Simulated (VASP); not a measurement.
Ti, 1 atom in the cell. Symmetry: I4/mmm, No. 139, tetragonal system. The conventional cell has a = 3.252 Å, b = 3.252 Å, c = 3.414 Å, α = 90.00°, β = 90.00°, γ = 90.00°. Within 3.8 Å of Ti (site symmetry 4/mmm) lie 14 Ti at 2.86 to 3.41 Å.  This cell differs from its parent crystal: strain +0.000 along x and y, +0.050 along z.

```yaml
Program: VASP 6.6.1
Task: single point
Functional: r2SCAN
Potentials_or_basis: VASP PAW PBE potentials, release 64 (Ti_sv)
Cutoff: 520 eV
k_mesh: 26 × 26 × 26
Occupations: gaussian, width 0.15 eV
Spin: no spin polarisation
Dipole_correction: no
Further_INCAR_settings: ALGO = Normal; EDIFF = 1e-06; NBANDS = 12
```

Potentials or basis: VASP PAW PBE potentials, release 64 (Ti_sv).

Run with:

```bash
$ cat potpaw_PBE.64/Ti_sv/POTCAR > POTCAR
$ cp INCAR.step1 INCAR
$ mpirun -np 1 vasp_std > vasp.out
$ cp INCAR.step2 INCAR
$ mpirun -np 1 vasp_std > vasp.out
```

Hardware: 1 thread of Intel(R) Xeon(R) 6975P-C (Granite Rapids), on a shared host.

Estimate the wall time of this run.

It took 5 min on 1 thread of Intel(R) Xeon(R) 6975P-C (Granite Rapids), with other jobs on the host, peak memory 0.38 GiB. Counts: k points 1330.
